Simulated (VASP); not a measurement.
## Na: single point with PBE

Na:

```xyz
1
Lattice="-2.1704 2.1704 2.0116 2.1704 -2.1704 2.0116 2.1704 2.1704 -2.0116" Properties=species:S:1:pos:R:3 pbc="T T T"
Na    0.0000    0.0000    0.0000
```

This cell differs from its parent crystal: strain +0.025 along x and y, -0.050 along z.

```yaml
Program: VASP 6.6.1
Task: single point
Functional: PBE
Potentials_or_basis: VASP PAW PBE potentials, release 64 (Na_pv)
Cutoff: 520 eV
k_mesh: 16 × 16 × 16
Occupations: gaussian, width 0.15 eV
Spin: no spin polarisation
Dipole_correction: no
Further_INCAR_settings: ALGO = Fast; EDIFF = 1e-06; NBANDS = 10
```

```yaml
Pressure: -0.3 GPa
```

Stress tensor (GPa, compression positive):
```
-0.34  0.00  0.00
 0.00 -0.34  0.00
 0.00  0.00 -0.15
```

Levels at points of the mesh, in eV from the Fermi level:
```tsv
k point	band 2	band 3	band 4	band 5	band 6	band 7
(0.00, 0.00, 0.00)	-24.92	-24.92	-3.23	10.85	12.03	12.03
(0.50, 0.00, 0.00)	-24.93	-24.92	0.86	1.32	7.82	8.71
(0.50, 0.50, 0.00)	-24.93	-24.92	0.58	0.97	8.81	9.70
(0.50, 0.50, 0.50)	-24.94	-24.94	4.18	4.40	4.40	4.69
```

It took 74 s on 1 thread of Intel(R) Xeon(R) Platinum 8259CL CPU @ 2.50GHz (Skylake/Cascade Lake), with other jobs on the host, peak memory 0.23 GiB.

Caveat: the cell differs from its parent crystal (strain +0.025 along x and y, -0.050 along z).
